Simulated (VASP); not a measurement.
CrFeO2, 8 atoms in the cell. The structure is hexagonal, space group P6_3/mmc (No. 194). The conventional cell has a = 2.725 Å, b = 2.725 Å, c = 11.795 Å, α = 90.00°, β = 90.00°, γ = 120.00°. Cr (site symmetry -6m2) has 2 O at 1.84 Å within 2.4 Å. O (site symmetry 3m) has 1 Cr at 1.84 Å and 3 Fe at 1.93 Å within 2.4 Å. Within 2.6 Å of Fe (site symmetry -3m) lie 6 O at 1.93 Å. 

```yaml
Program: VASP 6.6.1
Task: single point
Functional: r2SCAN
Potentials_or_basis: VASP PAW PBE potentials, release 64 (Cr_pv, O, Fe)
Cutoff: 520 eV
k_mesh: 7 × 7 × 2
Occupations: methfessel-paxton, width 0.005 eV
Spin: no spin polarisation
Dipole_correction: no
Further_INCAR_settings: ALGO = Normal; EDIFF = 1e-07; NBANDS = 42
```

Potentials or basis: VASP PAW PBE potentials, release 64 (Cr_pv, O, Fe).

Run with:

```bash
$ cat potpaw_PBE.64/Cr_pv/POTCAR potpaw_PBE.64/O/POTCAR potpaw_PBE.64/Fe/POTCAR > POTCAR
$ cp INCAR.step1 INCAR
$ mpirun -np 1 vasp_std > vasp.out
$ cp INCAR.step2 INCAR
$ mpirun -np 1 vasp_std > vasp.out
```

Hardware: 1 thread of Intel(R) Xeon(R) 6975P-C (Granite Rapids), on a shared host.

Q: How long does it take, and how much memory?

A: It took 8.1 min on 1 thread of Intel(R) Xeon(R) 6975P-C (Granite Rapids), on a shared host, peak memory 0.21 GiB. Counts: k points 16.
